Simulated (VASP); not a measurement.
Wanted: the native input for a VASP 6.6.1 run.

```
Task                   : single point
Functional             : PBEsol
Potentials or basis    : VASP PAW PBE potentials, release 64 (As)
Cutoff                 : 520 eV
k mesh                 : 7 × 7 × 5
Occupations            : fermi-dirac, width 0.05 eV
Spin                   : no spin polarisation
Dipole correction      : no
Further INCAR settings : ALGO = Normal; EDIFF = 1e-07; NBANDS = 18
```

The structure of As lies in POSCAR:

```
As
1.0
    1.8067500000     -5.4450000000      0.0000000000
    1.8067500000      5.4450000000      0.0000000000
    0.0000000000      0.0000000000      4.4700000000
As
4
Direct
    0.3900000000      0.6100000000      0.5600000000
    0.8900000000      0.1100000000      0.9400000000
    0.6100000000      0.3900000000      0.4400000000
    0.1100000000      0.8900000000      0.0600000000
```

The input as run:

INCAR

```
SYSTEM = As
ALGO = Normal
EDIFF = 1E-7
ENCUT = 520
GGA = PS
ISIF = 2
ISMEAR = -1
LASPH = .True.
LCHARG = .False.
LREAL = .False.
LWAVE = .False.
NBANDS = 18
NELM = 80
PREC = Accurate
SIGMA = 0.05
```

KPOINTS

```
k-points
0
Gamma
  7 7 5
  0 0 0
```

Potentials or basis: VASP PAW PBE potentials, release 64 (As).

Command:

```console
$ cat potpaw_PBE.64/As/POTCAR > POTCAR
$ mpirun -np 1 vasp_std > vasp.out
```

It gave:

```json
{
  "Pressure": "1.6 GPa",
  "Largest force": "0.285 eV/Å",
  "Band gap on the k mesh": "zero (bands 10 and 11 overlap by 0.18 eV)"
}
```

Caveat: the PAW data sets were made with another functional, which shifts forces and pressure a little.

It took 2.4 min on 1 thread of AMD EPYC 7R13, with other jobs on the host, peak memory 0.26 GiB.
